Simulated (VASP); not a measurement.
A run of VASP 6.6.1:

INCAR

```
PREC = Accurate ; ENCUT = 520
EDIFF = 1E-8 ; ISMEAR = -1
SIGMA = 0.05 ; LREAL = F
LASPH = T ; NELM = 60
ALGO = Normal ; ISIF = 2
LWAVE = F ; LCHARG = F
GGA = CA ; LEFG = T
NBANDS = 14
```

Contents of KPOINTS:

```
regular mesh
0
Gamma
  18 18 18
```

The input POSCAR:

```
Rh
1.0
    0.0000000000      1.9403090147      1.9403090147
    1.9403090147      0.0000000000      1.9403090147
    1.9403090147      1.9403090147      0.0000000000
Rh
1
Direct
    0.0000000000      0.0000000000      0.0000000000
```

Potentials or basis: VASP PAW LDA potentials, release 64 (Rh_pv).

The run is started by

```sh
$ cat potpaw_LDA.64/Rh_pv/POTCAR > POTCAR
$ mpirun -np 1 vasp_std > vasp.out
```

Hardware: 1 thread of AMD EPYC 9R14 (Zen 4), with other jobs on the host.

Q: Estimate the wall time of this run.

A: Run time: 19 s on 1 thread of AMD EPYC 9R14 (Zen 4), on a shared host, peak memory 0.11 GiB. Counts: scf iterations 12, k points 195.
